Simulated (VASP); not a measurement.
Wanted: the native input for a VASP 6.6.1 run.

| Item | Value |
| --- | --- |
| Task | single point |
| Functional | PBE |
| Potentials or basis | VASP PAW PBE potentials, release 64 (Cu) |
| Cutoff | 520 eV |
| k mesh | 18 × 18 × 18 |
| Occupations | gaussian, width 0.15 eV |
| Spin | no spin polarisation |
| Dipole correction | no |
| Further INCAR settings | ALGO = Fast; EDIFF = 1e-07; NBANDS = 18 |

The structure of Cu lies in POSCAR:

```
Cu
1.0
    1.1705160233     -4.2525847608      0.0000000000
    1.1705160233      4.2525847608      0.0000000000
    0.0000000000      0.0000000000      2.5142119659
Cu
2
Direct
    0.1340351705      0.8659648295      0.2500000000
    0.8659648295      0.1340351705      0.7500000000
```

This cell differs from its parent crystal: normal strain along x -0.0550, normal strain along y +0.0550.

These files were run (other wordings do the same):

INCAR

```
PREC = Accurate
ENCUT = 520
EDIFF = 1E-7
ISMEAR = 0
SIGMA = 0.15
LREAL = F
LASPH = T
NELM = 60
ALGO = Fast
ISIF = 2
LWAVE = F
LCHARG = F
GGA = PE
NBANDS = 18
```

KPOINTS

```
regular mesh
0
Gamma
  18 18 18
```

Potentials or basis: VASP PAW PBE potentials, release 64 (Cu).

Command:

```bash
$ cat potpaw_PBE.64/Cu/POTCAR > POTCAR
$ mpirun -np 1 vasp_std > vasp.out
```

It gave:

The pressure is 2.0 GPa and the largest force is 0.157 eV/Å. The band gap on the k mesh is zero (band 11 reaches 11.33 eV, above the bottom of band 12 at 5.35 eV).

Caveat: the cell differs from its parent crystal (normal strain along x -0.0550, normal strain along y +0.0550).

Wall time 21 min on 1 thread of AMD EPYC 7R43 64-Core Processor (Zen 3), with other jobs on the host, peak memory 0.4 GiB.
